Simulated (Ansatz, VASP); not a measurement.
**One calculation of NaCl, two programs**

```xyz
2
Lattice="0.0000 2.9314 2.9314 2.9314 0.0000 2.9314 2.9314 2.9314 0.0000" Properties=species:S:1:pos:R:3 pbc="T T T"
Na    0.0000    0.0000    0.0000
Cl    2.9314    2.9314    2.9314
```

Alike in both runs: task single point; functional PBEsol; k mesh 8 × 8 × 8; occupations gaussian, width 0.02 eV; no spin polarisation.

```csv
,VASP,Ansatz
version,VASP 6.6.1,Ansatz 0.2.0
potentials or method,"VASP PAW PBE potentials, release 64 (Na_pv, Cl), cutoff 520 eV","scalar-relativistic, plane waves, PAW"
valence electrons in the cell,14,16
```

|  | VASP | Ansatz | Ansatz less VASP |
| --- | --- | --- | --- |
| gap on the k mesh at the Fermi level (eV) | 4.55 | 4.55 | +0.003 |
| least direct gap on the mesh (eV) | 4.55 | 4.55 | +0.003 |
| pressure (GPa) | -2.6 | -2.6 | +0.01 |

VASP's potentials were made for PBE, not for PBEsol. VASP's potentials hold 14 valence electrons a cell and Ansatz's 16, so a difference there can come from the potentials and not from the codes.
